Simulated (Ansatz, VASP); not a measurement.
## Sn: VASP beside Ansatz

The input INCAR:

```
PREC = Accurate
ENCUT = 520
EDIFF = 1E-6
ISMEAR = 0
SIGMA = 0.15
LREAL = False
LASPH = True
NELM = 60
ALGO = Fast
ISIF = 2
LWAVE = False
LCHARG = True
GGA = PS
LELF = True
LVHAR = True
NBANDS = 13
```

Contents of KPOINTS:

```
Automatic mesh
0
Gamma
  22 22 22
```

The input POSCAR:

```
Sn
1.0
   -1.9051619345      1.8396281087      1.8723950216
    1.9051619345     -1.8396281087      1.8723950216
    1.9051619345      1.8396281087     -1.8723950216
Sn
1
Direct
    0.0000000000      0.0000000000      0.0000000000
```

Input for Ansatz:

```yaml
crystal:
  lattice:
    - [-1.9051619345, 1.8396281087, 1.8723950216]
    - [1.9051619345, -1.8396281087, 1.8723950216]
    - [1.9051619345, 1.8396281087, -1.8723950216]
  atoms:
    - { symbol: Sn, position: [0.0, 0.0, 0.0] }
basis:
  ecutwfc: 420
kpoints:
  mp_grid: { grid: [22, 22, 22] }
hamiltonian:
  xc: pbesol
scf:
  occupations: { method: gaussian, width: 0.15 }
output:
  forces: true
  stress: true
  eigenvalues: true
```

Change from the starting cell: strain +0.0175 x Voigt [1, -1, 0, 0, 0, 0], atoms carried along.

Alike in both runs: task single point; functional PBEsol; k mesh 22 × 22 × 22; occupations gaussian, width 0.15 eV; no spin polarisation.

|  | VASP | Ansatz |
| --- | --- | --- |
| version | VASP 6.6.1 | Ansatz 0.2.0 |
| potentials or method | VASP PAW PBE potentials, release 64 (Sn_d), cutoff 520 eV | scalar-relativistic, plane waves, PAW |
| valence electrons in the cell | 14 | 14 |

|  | VASP | Ansatz | Ansatz less VASP |
| --- | --- | --- | --- |
| gap on the k mesh at the Fermi level (eV) | none | none | - |
| pressure (GPa) | -0.3 | -0.3 | +0.01 |
| traceless stress, the component that is largest in VASP (GPa) | -0.27 | -0.27 | 0.000 |

VASP's potentials were made for PBE, not for PBEsol. A gap of «none» marks a metal or a gap that the smearing closes.
